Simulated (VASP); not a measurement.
SnO2: single point with LDA

The system is SnO2.

```
CELL_PARAMETERS angstrom
4.65567 0.00000 0.00000
0.00000 4.65576 0.00000
0.00000 0.00000 3.31762
ATOMIC_POSITIONS crystal
Sn 0.50000 0.50000 0.50000
Sn 0.00000 0.00000 0.00000
O 0.30746 0.30745 0.00000
O 0.80746 0.19255 0.50000
O 0.19254 0.80745 0.50000
O 0.69254 0.69255 0.00000
```

| Quantity | Value |
| --- | --- |
| Program | VASP 6.6.1 |
| Task | single point |
| Functional | LDA |
| Potentials or basis | VASP PAW LDA potentials, release 64 (Sn_d, O) |
| Cutoff | 520 eV |
| k mesh | 6 × 6 × 8 |
| Occupations | gaussian, width 0.02 eV |
| Spin | no spin polarisation |
| Dipole correction | no |
| Further INCAR settings | ALGO = Normal; EDIFF = 1e-06; NBANDS = 35 |

```
Pressure               : -2.8 GPa
Band gap on the k mesh : 0.94 eV, direct
```

Stress tensor (GPa, compression positive):
```
  0.92   0.00   0.00
  0.00   0.91   0.00
  0.00   0.00 -10.12
```

Levels at points of the mesh, in eV from the valence-band top:
```tsv
k point	band 24	band 25	band 26	band 27	band 28	band 29
(0.00, 0.00, 0.00)	-0.72	-0.72	0.00	0.94	5.35	5.68
(0.50, 0.00, 0.00)	-1.31	-0.60	-0.60	4.19	4.19	6.41
(0.00, 0.50, 0.00)	-1.31	-0.60	-0.60	4.19	4.19	6.41
(0.50, 0.50, 0.00)	-1.47	-0.77	-0.77	4.42	4.42	7.03
(0.00, 0.00, 0.50)	-1.70	-1.24	-1.24	5.89	5.89	9.59
(0.50, 0.00, 0.50)	-1.05	-0.59	-0.59	6.25	6.25	8.06
(0.00, 0.50, 0.50)	-1.05	-0.59	-0.59	6.25	6.25	8.06
(0.50, 0.50, 0.50)	-0.92	-0.73	-0.73	4.71	4.71	8.60
```

Wall time 100 s on 1 thread of Intel(R) Xeon(R) Platinum 8559C (Emerald Rapids) (shared host), peak memory 0.27 GiB.

Caveat: spin-orbit coupling is left out, which moves the levels of the heavy elements.
